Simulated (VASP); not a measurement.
# SiC (P6_3mc) in VASP: further runs, part 2 of 2

VASP 6.6.1. The steps go on from the part before.

### Step 4. Single point, PBEsol+D4

This run uses another cell than the first one, of 10.22 Å³/atom.

Input file INCAR:

```
  ALGO = Normal
  EDIFF = 1E-6
  ENCUT = 520
  GGA = PS
  ISIF = 2
  ISMEAR = -1
  IVDW = 13
  LASPH = T
  LCHARG = F
  LREAL = F
  LWAVE = F
  NBANDS = 36
  NELM = 80
  PREC = Accurate
  SIGMA = 0.05
```

Input file KPOINTS:

```
k-points
0
Gamma
  10 10 2
```

Input file POSCAR:

```
SiC
1.0
    3.0676174121      0.0000000000      0.0000000000
   -1.5338087060      2.6566346079      0.0000000000
    0.0000000000      0.0000000000     15.0508582691
Si C
6 6
Direct
    0.6666666667      0.3333333333      0.4583183852
    0.3333333333      0.6666666667      0.9583183852
    0.6666666667      0.3333333333      0.7918221178
    0.3333333333      0.6666666667      0.2918221178
    0.0000000000      0.0000000000      0.6250301307
    0.0000000000      0.0000000000      0.1250301307
    0.6666666667      0.3333333333      0.3333198870
    0.3333333333      0.6666666667      0.8333198870
    0.6666666667      0.3333333333      0.6668235486
    0.3333333333      0.6666666667      0.1668235486
    0.0000000000      0.0000000000      0.4996859307
    0.0000000000      0.0000000000     -0.0003140693
```

Potentials or basis: VASP PAW PBE potentials, release 64 (Si, C).

The run is started by

```
> cat potpaw_PBE.64/Si/POTCAR potpaw_PBE.64/C/POTCAR > POTCAR
> mpirun -np 1 vasp_std > vasp.out
```

OUTCAR:

```text
EDIFF = 1E-6
   ENCUT = 520
   GGA = PS
   ISIF = 2
   ISMEAR = -1
   IVDW = 13
   LASPH = T
   LREAL = F
   NELM = 80
   PREC = Accurate

 ion  position               nearest neighbor table
   1  0.667  0.333  0.458-  11 1.88  11 1.88  11 1.88   7 1.88   4 3.07   4 3.07   4 3.07   5 3.07
                             5 3.07   5 3.07
   2  0.333  0.667  0.958-  12 1.88  12 1.88  12 1.88   8 1.88   3 3.07   3 3.07   3 3.07   6 3.07
                             6 3.07   6 3.07
   3  0.667  0.333  0.792-   8 1.88   8 1.88   8 1.88   9 1.88   2 3.07   2 3.07   2 3.07   5 3.07
                             5 3.07   5 3.07
   4  0.333  0.667  0.292-   7 1.88   7 1.88   7 1.88  10 1.88   1 3.07   1 3.07   1 3.07   6 3.07
                             6 3.07   6 3.07
   5  0.000  0.000  0.625-   9 1.88   9 1.88   9 1.88  11 1.89   1 3.07   1 3.07   1 3.07   3 3.07
                             3 3.07   3 3.07
   6  0.000  0.000  0.125-  10 1.88  10 1.88  10 1.88  12 1.89   2 3.07   2 3.07   2 3.07   4 3.07
                             4 3.07   4 3.07
   7  0.667  0.333  0.333-   4 1.88   4 1.88   4 1.88   1 1.88
[... 1153 lines left out ...]
     36      15.7603      0.00000

 [... further k-points ...]

------------------------ aborting loop because EDIFF is reached ----------------------------------------

  DFT-D4 for vdW energy calculation

  Edisp (eV):   -2.25566

  FORCE on cell =-STRESS in cart. coord.  units (eV):
  Direction    XX          YY          ZZ          XY          YZ          ZX
  --------------------------------------------------------------------------------------
  -------------------------------------------------------------------------------------
  Total       0.27570     0.27570     0.27386     0.00000    -0.00000    -0.00000
  in kB       3.60128     3.60128     3.57725     0.00000    -0.00000    -0.00000
  external pressure =        3.59 kB  Pullay stress =        0.00 kB

 VOLUME and BASIS-vectors are now :
 -----------------------------------------------------------------------------
  energy-cutoff  :      520.00
  volume of cell :      122.66
      direct lattice vectors                 reciprocal lattice vectors
     3.067617412  0.000000000  0.000000000     0.325985893  0.188208043  0.000000000
    -1.533808706  2.656634608  0.000000000     0.000000000  0.376416086  0.000000000
     0.000000000  0.000000000 15.050858269     0.000000000  0.000000000  0.066441394

 POSITION                                       TOTAL-FORCE (eV/Angst)
 -----------------------------------------------------------------------------------
      1.53381      0.88554      6.89809         0.000000      0.000000     -0.000722
     -0.00000      1.77109     14.42351         0.000000     -0.000000     -0.000722
      1.53381      0.88554     11.91760        -0.000000      0.000000     -0.000078
     -0.00000      1.77109      4.39217         0.000000     -0.000000     -0.000078
      0.00000      0.00000      9.40724         0.000000      0.000000      0.000932
      0.00000      0.00000      1.88181         0.000000      0.000000      0.000932
      1.53381      0.88554      5.01675         0.000000     -0.000000     -0.000434
     -0.00000      1.77109     12.54218        -0.000000      0.000000     -0.000434
      1.53381      0.88554     10.03627        -0.000000      0.000000     -0.000063
     -0.00000      1.77109      2.51084         0.000000     -0.000000     -0.000063
      0.00000      0.00000      7.52070         0.000000      0.000000      0.000365
      0.00000      0.00000     15.04613         0.000000     -0.000000      0.000365
 -----------------------------------------------------------------------------------
    total drift:                               -0.000000     -0.000000      0.000484

  FREE ENERGIE OF THE ION-ELECTRON SYSTEM (eV)
  ---------------------------------------------------
  free  energy   TOTEN  =       -97.7463639207 eV

  energy  without entropy=      -97.7463639202  energy(sigma->0) =      -97.74636392
```

stdout:

```text
POSCAR found type information on POSCAR SiC
 POSCAR found :  2 types and      12 ions
 scaLAPACK will be used
 -----------------------------------------------------------------------------
|                                                                             |
|                                                                             |
|     You enforced a specific xc type in the INCAR file but a different       |
|     I HOPE YOU KNOW WHAT YOU ARE DOING!                                     |
|                                                                             |
 -----------------------------------------------------------------------------

 LDA part: xc-table for (Slater+PW92), standard interpolation
 POSCAR, INCAR and KPOINTS ok, starting setup
 FFT: planning ... GRIDC
 FFT: planning ... GRID_SOFT
 FFT: planning ... GRID
 WAVECAR not read
 entering main loop
```

Wall time 3 min (1 thread of Intel Xeon Platinum 8259CL at 2.50GHz (Skylake/Cascade Lake), shared host); peak memory 0.28 GiB.

Results:

```yaml
Free_energy: -97.7464 eV
Pressure: 0.4 GPa
Band_gap_on_the_k_mesh: 1.91 eV (least direct gap 3.02 eV)
Dispersion_energy_per_atom: -0.188 eV
```

Levels at points of the mesh, in eV from the valence-band top:
```
           k point  band 21  band 22  band 23  band 24  band 25  band 26  band 27  band 28
(0.00, 0.00, 0.00)    -0.30    -0.04     0.00     0.00     5.22     5.39     5.81     6.32
(0.50, 0.00, 0.00)    -1.83    -1.81    -1.69    -1.11     1.91     2.10     3.12     3.81
(0.00, 0.00, 0.50)    -0.10    -0.10    -0.10    -0.10     5.29     5.29     6.04     6.04
(0.50, 0.00, 0.50)    -1.73    -1.73    -1.32    -1.32     1.95     1.95     3.34     3.34
```

Caveat: the PAW data sets were made with another functional, which shifts forces and pressure a little.

### Step 5. Single point, PBEsol

This run uses another cell than the first one, of 10.33 Å³/atom.

Input file INCAR:

```
PREC     = Accurate       # precision mode
ENCUT    = 520            # plane-wave cutoff, eV
EDIFF    = 1E-6           # SCF threshold, eV
ISMEAR   = -1             # smearing method
SIGMA    = 0.05           # smearing width, eV
LREAL    = False          # projectors in reciprocal space
LASPH    = True           # aspherical terms in the spheres
NELM     = 60             # most SCF steps
ALGO     = Normal         # electronic algorithm
ISIF     = 2              # what is computed and relaxed
LWAVE    = False          # write WAVECAR
LCHARG   = False          # write CHGCAR
GGA      = PS             # functional
NBANDS   = 36             # bands
```

Input file KPOINTS:

```
regular mesh
0
Gamma
  10 10 2
```

Input file POSCAR:

```
SiC
1.0
    3.0788892938      0.0000000000      0.0000000000
   -1.5394446469      2.6663963439      0.0000000000
    0.0000000000      0.0000000000     15.1067610907
Si C
6 6
Direct
    0.6666666667      0.3333333333      0.4583143679
    0.3333333333      0.6666666667      0.9583143679
    0.6666666667      0.3333333333      0.7918202792
    0.3333333333      0.6666666667      0.2918202792
    0.0000000000      0.0000000000      0.6250347609
    0.0000000000      0.0000000000      0.1250347609
    0.6666666667      0.3333333333      0.3333194621
    0.3333333333      0.6666666667      0.8333194621
    0.6666666667      0.3333333333      0.6668255336
    0.3333333333      0.6666666667      0.1668255336
    0.0000000000      0.0000000000      0.4996855964
    0.0000000000      0.0000000000     -0.0003144036
```

The run is started by

```
> cat potpaw_PBE.64/Si/POTCAR potpaw_PBE.64/C/POTCAR > POTCAR
> mpirun -np 1 vasp_std > vasp.out
```

Wall time 3.1 min (1 thread of Intel Xeon Platinum 8259CL at 2.50GHz (Skylake/Cascade Lake), shared host); peak memory 0.27 GiB.

It converged, with:

* Free energy: -95.5047 eV
* Pressure: 0.4 GPa
* Band gap on the k mesh: 1.91 eV (least direct gap 3.02 eV)

Levels at points of the mesh, in eV from the valence-band top:
| k point | band 22 | band 23 | band 24 | band 25 | band 26 | band 27 |
| --- | --- | --- | --- | --- | --- | --- |
| (0.00, 0.00, 0.00) | -0.04 | 0.00 | 0.00 | 5.13 | 5.29 | 5.71 |
| (0.50, 0.00, 0.00) | -1.80 | -1.68 | -1.10 | 1.91 | 2.10 | 3.10 |
| (0.00, 0.00, 0.50) | -0.10 | -0.10 | -0.10 | 5.19 | 5.19 | 5.94 |
| (0.50, 0.00, 0.50) | -1.73 | -1.31 | -1.31 | 1.95 | 1.95 | 3.32 |

Caveat: the PAW data sets were made with another functional, which shifts forces and pressure a little.

### Step 6. Overview

| task | level | cell | cutoff (eV) | gap on the mesh (eV) | pressure (GPa) |
| --- | --- | --- | --- | --- | --- |
| relaxation of cell and atoms | revPBE | relaxed from a = 3.095, b = 3.095, c = 15.170 Å, angles 90.0, 90.0, 120.0°, 12 atoms | 600 | 2.04 | 0.0 |
| single point | RPBE+D3(BJ) | a = 3.007, b = 3.007, c = 14.746 Å, angles 90.0, 90.0, 120.0°, 12 atoms | 520 | 2.01 | -0.7 |
| single point | PBEsol+D4 | a = 3.068, b = 3.068, c = 15.051 Å, angles 90.0, 90.0, 120.0°, 12 atoms | 520 | 1.91 | 0.4 |
| single point | PBEsol | a = 3.079, b = 3.079, c = 15.107 Å, angles 90.0, 90.0, 120.0°, 12 atoms | 520 | 1.91 | 0.4 |

Alike in all rows: potentials or basis VASP PAW PBE potentials, release 64 (Si, C); no spin polarisation; k mesh 10 × 10 × 2; smearing fermi-dirac 0.05 eV.

Caveats: the PAW data sets were made with another functional, which shifts forces and pressure a little.

Absolute energies hang on the potentials; compare differences alone.
